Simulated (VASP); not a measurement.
# Mo (I4/mmm) in VASP: further runs

Mo is run at these levels: LDA; tasks: single point.

Everything below comes from runs of VASP 6.6.1. Logs are shortened: lines on timing, memory, paths and dates and some standing lists are left out, and cuts for length are marked.

### Step 1. The cell of the first run

It takes space group I4/mmm (No. 139, tetragonal). Conventional cell: a = 2.957 Å, b = 2.957 Å, c = 3.548 Å, α = 90.00°, β = 90.00°, γ = 90.00°. Mo (site symmetry 4/mmm) has 14 Mo at 2.74 to 3.55 Å within 3.6 Å.

### Step 2. Single point, LDA

INCAR reads:

```
SYSTEM = Mo
ALGO = Fast
EDIFF = 1E-6
ENCUT = 520
GGA = CA
ISIF = 2
ISMEAR = 0
LASPH = .True.
LCHARG = .True.
LELF = .True.
LREAL = .False.
LVHAR = .True.
LWAVE = .False.
NBANDS = 13
NELM = 100
PREC = Accurate
SIGMA = 0.15
```

KPOINTS reads:

```
k-points
0
Gamma
  24 24 24
  0 0 0
```

POSCAR reads:

```
Mo
1.0
   -1.4783676014      1.4783676014      1.7740411216
    1.4783676014     -1.4783676014      1.7740411216
    1.4783676014      1.4783676014     -1.7740411216
Mo
1
Direct
    0.0000000000      0.0000000000      0.0000000000
```

Potentials or basis: VASP PAW LDA potentials, release 64 (Mo_sv).

The run is started by

```bash
$ cat potpaw_LDA.64/Mo_sv/POTCAR > POTCAR
$ mpirun -np 1 vasp_std > vasp.out
```

OUTCAR:

```text
SYSTEM = Mo
   EDIFF = 1E-6
   ENCUT = 520
   GGA = CA
   ISIF = 2
   ISMEAR = 0
   LASPH = .True.
   LREAL = .False.
   NELM = 100
   PREC = Accurate

 ion  position               nearest neighbor table
   1  0.000  0.000  0.000-

  LATTYP: Found a body centered tetragonal cell.
 ALAT       =     2.9567352028
 C/A-ratio  =     1.1999999999

  Lattice vectors:

 A1 = (  -1.4783676014,   1.4783676014,   1.7740411216)
 A2 = (   1.4783676014,  -1.4783676014,   1.7740411216)
 A3 = (   1.4783676014,   1.4783676014,  -1.7740411216)

Analysis of symmetry for initial positions (statically):
=====================================================================
 Subroutine PRICEL returns:
 Original cell was already a primitive cell.

 Routine SETGRP: Setting up the symmetry group for a
 body centered tetragonal supercell.

 Subroutine GETGRP returns: Found 16 space group operations
 (whereof 16 operations were pure point group operations)
 out of a pool of 16 trial point group operations.

The static configuration has the point symmetry D_4h.

Analysis of symmetry for dynamics (positions and initial velocities):
=====================================================================
 Subroutine PRICEL returns:
 Original cell was already a primitive cell.

 Routine SETGRP: Setting up the symmetry group for a
 body centered tetragonal supercell.

 Subroutine GETGRP returns: Found 16 space group operations
 (whereof 16 operations were pure point group operations)
 out of a pool of 16 trial point group operations.

The dynamic configuration has the point symmetry D_4h.

 Subroutine INISYM returns: Found 16 space group operations
 (whereof 16 operations are pure point group operations),
 and found     1 'primitive' translations

----------------------------------------------------------------------------------------

                                     Primitive cell

  volume of cell :      15.5092

  direct lattice vectors                    reciprocal lattice vectors
    -1.478367601  1.478367601  1.774041122     0.000000000  0.338210875  0.281842396
     1.478367601 -1.478367601  1.774041122     0.338210875  0.000000000  0.281842396
     1.478367601  1.478367601 -1.774041122     0.338210875  0.338210875  0.000000000

  length of vectors
     2.741963426  2.741963426  2.741963426     0.440251896  0.440251896  0.478302406

  position of ions in fractional coordinates (direct lattice)
     0.000000000  0.000000000  0.000000000

  ion indices of the primitive-cell ions
   primitive index   ion index
                 1           1

----------------------------------------------------------------------------------------

 KPOINTS: k-points

Automatic generation of k-mesh.
 Grid dimensions read from file:
 generate k-points for:   24   24   24

 Generating k-lattice:

  Cartesian coordinates                     Fractional coordinates (reciprocal lattice)
     0.000000000  0.014092120  0.011743433     0.041666667  0.000000000  0.000000000
     0.014092120  0.000000000  0.011743433     0.000000000  0.041666667  0.000000000
     0.014092120  0.014092120  0.000000000     0.000000000  0.000000000  0.041666667

  Length of vectors
     0.018343829  0.018343829  0.019929267

  Shift w.r.t. Gamma in fractional coordinates (k-lattice)
     0.000000000  0.000000000  0.000000000

 Subroutine IBZKPT returns following result:
 ===========================================

 Found   1063 irreducible k-points:

 Following reciprocal coordinates:
            Coordinates               Weight
  0.000000  0.000000  0.000000      1.000000
  0.041667  0.000000 -0.000000      8.000000
  0.083333  0.000000 -0.000000      8.000000
  0.125000  0.000000  0.000000      8.000000
  0.166667  0.000000  0.000000      8.000000
  0.208333  0.000000  0.000000      8.000000
[... 16 lines left out ...]
  0.416667  0.041667 -0.000000     16.000000
  0.458333  0.041667 -0.000000     16.000000
 [... further k-points ...]
   k-points           NKPTS =   1063   k-points in BZ     NKDIM =   1063   number of bands    NBANDS=     13
   number of dos      NEDOS =    301   number of ions     NIONS =      1
   total plane-waves  NPLWV =   8000
   dimension x,y,z NGX =    20 NGY =   20 NGZ =   20
   dimension x,y,z NGXF=    40 NGYF=   40 NGZF=   40
   ions per type =               1
   NGX,Y,Z   is equivalent  to a cutoff of  12.13, 12.13, 12.13 a.u.
   NGXF,Y,Z  is equivalent  to a cutoff of  24.25, 24.25, 24.25 a.u.
 SYSTEM =  Mo
   PREC   = accura    normal or accurate (medium, high low for compatibility)
   ISTART =      0    job   : 0-new  1-cont  2-samecut
   ICHARG =      2    charge: 1-file 2-atom 10-const
   ISPIN  =      1    spin polarized calculation?
   LNONCOLLINEAR =      F non collinear calculations
   LSORBIT =      F    spin-orbit coupling
   LASPH  =      T    aspherical Exc in radial PAW
   ENCUT  =  520.0 eV  38.22 Ry    6.18 a.u.   5.10  5.10  5.10*2*pi/ulx,y,z
   NELM   =    100;   NELMIN=  2; NELMDL= -5     # of ELM steps
   EDIFF  = 0.1E-05   stopping-criterion for ELM
   LREAL  =      F    real-space projection
   EDIFFG = 0.1E-04   stopping-criterion for IOM
   NSW    =      0    number of steps for IOM
   IBRION =     -1    ionic relax: 0-MD 1-quasi-New 2-CG
   NFREE  =      0    steps in history (QN), initial steepest desc. (CG)
   ISIF   =      2    stress and relaxation
   ISYM   =      2    0-nonsym 1-usesym 2-fastsym
   POTIM  = 0.5000    time-step for ionic-motion
   TEBEG  =    0.0;   TEEND  =   0.0 temperature during run
   PSTRESS=    0.0 pullay stress
   NELECT =      14.0000    total number of electrons
   NUPDOWN=      -1.0000    fix difference up-down
   EMIN   =  10.00;   EMAX   =-10.00  energy-range for DOS
   EFERMI =   0.00;   METHOD = LEGACY
   ISMEAR =     0;   SIGMA  =   0.15  broadening in eV -4-tet -1-fermi 0-gaus
   EFERMI_NEDOS =   21; number of points for ismear=-14 and -15
   IALGO  =     68    algorithm
   IMIX   =      4    mixing-type and parameters
     AMIX     =   0.40;   BMIX     =  1.00
     AMIX_MAG =   1.60;   BMIX_MAG =  1.00
  volume/ion in A,a.u.               =      15.51       104.66
  Fermi-wavevector in a.u.,A,eV,Ry     =   1.582176  2.989878 34.059184  2.503279
  Thomas-Fermi vector in A             =   2.682139
   LORBIT       =      0    0 simple, 1 ext, 2 COOP (PROOUT), +10 PAW based schemes
   GGA     = CA    functional components
   LHFCALC =     F    Hartree Fock is set to
   AEXX    =    0.0000 exact exchange contribution
   IVDW    =     0    specifies the selected vdW correction
   LEPSILON=     F    determine dielectric tensor
   LRPA    =     F    only Hartree local field effects (RPA)
 non-spin polarized calculation
 RMM-DIIS sequential band-by-band and
 Gauss-broadening in eV      SIGMA  =   0.15
  energy-cutoff  :      520.00
  volume of cell :       15.51
 maximum number of plane-waves:       434
   NGX = 11   NGY = 11   NGZ = 11

 number of electron      14.0000001 magnetization

 Free energy of the ion-electron system (eV)
  ---------------------------------------------------
  ext. energy  EPLUGINS =         0.00000000
  ---------------------------------------------------
  free energy    TOTEN  =       -11.87302303 eV

  energy without entropy =      -11.86128447  energy(sigma->0) =      -11.86715375

 E-fermi :  12.4938     XC(G=0): -13.6405

 val. band max:       12.4921859206   @ k =  -0.1250  -0.2917   0.1250
 cond. band min:      12.4950151650   @ k =  -0.1250   0.3333   0.0417
 fundamental gap:      0.0028292445
 Fermi energy:        12.4937662290

 k-point     1 :       0.0000    0.0000    0.0000
  band No.  band energies     occupation
      1     -48.2857      2.00000
      2     -21.7234      2.00000
      3     -21.7234      2.00000
      4     -21.6999      2.00000
      5       5.3424      2.00000
      6      10.9421      2.00000
      7      10.9421      2.00000
      8      12.7165      0.03575
      9      12.7503      0.01559
     10      14.9341      0.00000
     11      25.7458      0.00000
     12      28.9021      0.00000
     13      28.9021      0.00000

 k-point     2 :       0.0417    0.0000   -0.0000
  band No.  band energies     occupation
      1     -48.2813      2.00000
      2     -21.7442      2.00000
      3     -21.7294      2.00000
      4     -21.7068      2.00000
      5       5.4177      2.00000
      6      10.9366      2.00000
      7      10.9717      2.00000
      8      12.7103      0.04117
      9      12.7286      0.02683
     10      14.8955      0.00000
     11      25.8874      0.00000
     12      28.9061      0.00000
     13      29.0287      0.00000

 k-point     3 :       0.0833    0.0000   -0.0000
  band No.  band energies     occupation
      1     -48.2681      2.00000
      2     -21.8200      2.00000
      3     -21.7472      2.00000
      4     -21.7118      2.00000
      5       5.6371      2.00000
      6      10.9124      2.00000
      7      11.0433      2.00000
      8      12.6818      0.07628
      9      12.7127      0.03898
     10      14.7920      0.00000
     11      26.2833      0.00000
     12      28.8605      0.00000
     13      29.4027      0.00000
[... 305 lines left out ...]
 k-point    23 :       0.4167    0.0417   -0.0000
  band No.  band energies     occupation
      1     -48.0266      2.00000
      2     -23.1234      2.00000
      3     -22.0670      2.00000
      4     -21.7578      2.00000
      5       7.4335      2.00000
      6      10.1385      2.00000
      7      12.5852      0.38868
      8      13.2460      0.00000
      9      15.4316      0.00000
     10      16.8746      0.00000
     11      24.0863      0.00000
     12      25.5303      0.00000
     13      31.2412      0.00000

 k-point    24 :       0.4583    0.0417   -0.0000
  band No.  band energies     occupation
      1     -48.0167      2.00000
      2     -23.1729      2.00000
      3     -22.0778      2.00000
      4     -21.7619      2.00000
      5       7.3900      2.00000
      6      10.0813      2.00000
      7      12.5228      0.78433
      8      13.6667      0.00000
      9      15.6093      0.00000
     10      17.1327      0.00000
     11      23.8587      0.00000
     12      25.0647      0.00000
     13      30.8165      0.00000

 [... further k-points ...]
[... 5 lines left out ...]
  --------------------------------------------------------------------------------------
  -------------------------------------------------------------------------------------
  Total        0.5692288      0.5692288     -2.2738062      0.0000000      0.0000000     -0.0000000
  in kB       58.8042702     58.8042702   -234.8959235      0.0000000      0.0000000     -0.0000000
  external PRESSURE =     -39.0957944 kB  Pullay stress =       0.0000000 kB

 VOLUME and BASIS-vectors are now :
 -----------------------------------------------------------------------------
  energy-cutoff  :      520.00
  volume of cell :       15.51
      direct lattice vectors                 reciprocal lattice vectors
    -1.478367601  1.478367601  1.774041122     0.000000000  0.338210875  0.281842396
     1.478367601 -1.478367601  1.774041122     0.338210875  0.000000000  0.281842396
     1.478367601  1.478367601 -1.774041122     0.338210875  0.338210875  0.000000000

 POSITION                                       TOTAL-FORCE (eV/Angst)
 -----------------------------------------------------------------------------------
      0.00000      0.00000      0.00000         0.000000      0.000000      0.000000
 -----------------------------------------------------------------------------------
    total drift:                                0.000000     -0.000000      0.000000

  FREE ENERGIE OF THE ION-ELECTRON SYSTEM (eV)
  ---------------------------------------------------
  free  energy   TOTEN  =       -11.8730230269 eV

  energy  without entropy=      -11.8612844734  energy(sigma->0) =      -11.86715375
```

Run time: 4.2 min. Hardware: 1 thread of Intel Xeon 8259CL, shared host; peak memory 0.29 GiB.

What came out:

| Property | Result |
| --- | --- |
| Free energy | -11.8730 eV |
| Pressure | -3.9 GPa |
| Band gap on the k mesh | zero (bands 7 and 8 overlap by 4.81 eV) |

Levels at points of the mesh, in eV from the Fermi level:
```tsv
k point	band 4	band 5	band 6	band 7	band 8	band 9	band 10	band 11
(0.00, 0.00, 0.00)	-34.19	-7.15	-1.55	-1.55	0.22	0.26	2.44	13.25
(0.50, 0.00, 0.00)	-34.25	-5.17	-2.42	0.02	1.48	3.07	4.50	11.38
(0.50, 0.50, 0.00)	-34.43	-5.45	-4.45	2.86	3.31	3.41	5.08	11.97
(0.50, 0.50, 0.50)	-34.99	-5.58	-5.13	3.82	4.43	4.43	6.26	10.83
```

Caveat: the stress differs along the axes, from -23 to 6 GPa.

### Step 3. Single point, LDA

INCAR reads:

```
ALGO = Fast ; EDIFF = 1E-7
ENCUT = 520 ; ISIF = 2
ISMEAR = 0 ; LASPH = True
LCHARG = False ; LREAL = False
LWAVE = False ; NBANDS = 13
NELM = 100 ; PREC = Accurate
SIGMA = 0.15
```

KPOINTS reads:

```
k-points
0
Gamma
  24 24 24
```

POSCAR reads:

```
Mo
1.0
   -1.7066507299      1.7066507299      1.3311875693
    1.7066507299     -1.7066507299      1.3311875693
    1.7066507299      1.7066507299     -1.3311875693
Mo
1
Direct
    0.0000000000      0.0000000000      0.0000000000
```

Potentials or basis: VASP PAW LDA potentials, release 64 (Mo_sv).

The run is started by

```bash
$ cat potpaw_LDA.64/Mo_sv/POTCAR > POTCAR
$ mpirun -np 1 vasp_std > vasp.out
```

It took 5.2 min on 1 thread of Intel Xeon 8259CL, shared host; peak memory 0.29 GiB.

The run converged. Its results:

- Free energy: -11.7201 eV
- Pressure: -0.1 GPa
- Band gap on the k mesh: zero (bands 7 and 8 overlap by 6.03 eV)

Stress tensor (GPa, compression positive):
```
-9.49  0.00  0.00
 0.00 -9.49  0.00
 0.00  0.00 18.63
```

Levels at points of the mesh, in eV from the Fermi level:
| k point | band 3 | band 4 | band 5 | band 6 | band 7 | band 8 | band 9 | band 10 | band 11 | band 12 |
| --- | --- | --- | --- | --- | --- | --- | --- | --- | --- | --- |
| (0.00, 0.00, 0.00) | -34.27 | -33.88 | -7.10 | -2.90 | -0.74 | 0.44 | 0.44 | 3.08 | 13.93 | 13.93 |
| (0.50, 0.00, 0.00) | -34.68 | -34.42 | -5.32 | -4.07 | 1.36 | 2.86 | 4.45 | 4.70 | 12.20 | 13.06 |
| (0.50, 0.50, 0.00) | -34.17 | -34.14 | -4.99 | -0.81 | -0.67 | 0.60 | 1.28 | 4.74 | 10.42 | 13.40 |
| (0.50, 0.50, 0.50) | -35.37 | -34.42 | -5.65 | -5.06 | 4.21 | 4.21 | 4.79 | 7.18 | 7.18 | 14.09 |

Caveat: the stress differs along the axes, from -9 to 19 GPa.
